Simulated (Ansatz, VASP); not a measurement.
**Two plane-wave programs on Ba2AgBiS**

```
Ba Bi Ag S
1.0
     4.20899    0.00000    0.00000
     2.10449   -7.26688    0.00000
     0.00000    0.00000   -9.35283
Ba Bi Ag S
4 2 2 2
Direct
  0.34378 0.31244 0.43785
  0.65622 0.68756 0.93785
  0.65622 0.68756 0.56215
  0.34378 0.31244 0.06215
  0.29152 0.41696 0.75000
  0.70848 0.58304 0.25000
  0.00000 0.00000 0.50000
  0.00000 0.00000 0.00000
  0.91903 0.16194 0.75000
  0.08097 0.83806 0.25000
```

Alike in both runs: task single point; functional LDA; k mesh 5 × 5 × 2; occupations gaussian, width 0.0107 eV; no spin polarisation.

|  | VASP | Ansatz |
| --- | --- | --- |
| version | VASP 6.6.1 | Ansatz 0.2.0 |
| potentials or method | VASP PAW LDA potentials, release 64 (Ba_sv, Bi_d, Ag, S), cutoff 520 eV | PAW plane waves |
| valence electrons in the cell | 104 | 120 |

Ansatz gave:

* gap on the k mesh at the Fermi level (eV): none
* pressure (GPa): 8.1
* traceless stress, the component that is largest in VASP (GPa): -1.45
* rms of the force components (eV/Å): 0.775

Question: Which values does VASP return?

Answer: gap on the k mesh at the Fermi level (eV): none; pressure (GPa): 8.9; traceless stress, the component that is largest in VASP (GPa): -1.48; rms of the force components (eV/Å): 0.799.

LDA's correlation is that of Perdew and Zunger in VASP and of Perdew and Wang (1992) in Ansatz. Atom by atom the forces differ by 0.042 eV/Å (rms over components). A gap of «none» marks a metal or a gap that the smearing closes. VASP's potentials hold 104 valence electrons a cell and Ansatz's 120, so a difference there can come from the potentials and not from the codes.

Spin-orbit coupling is off throughout.
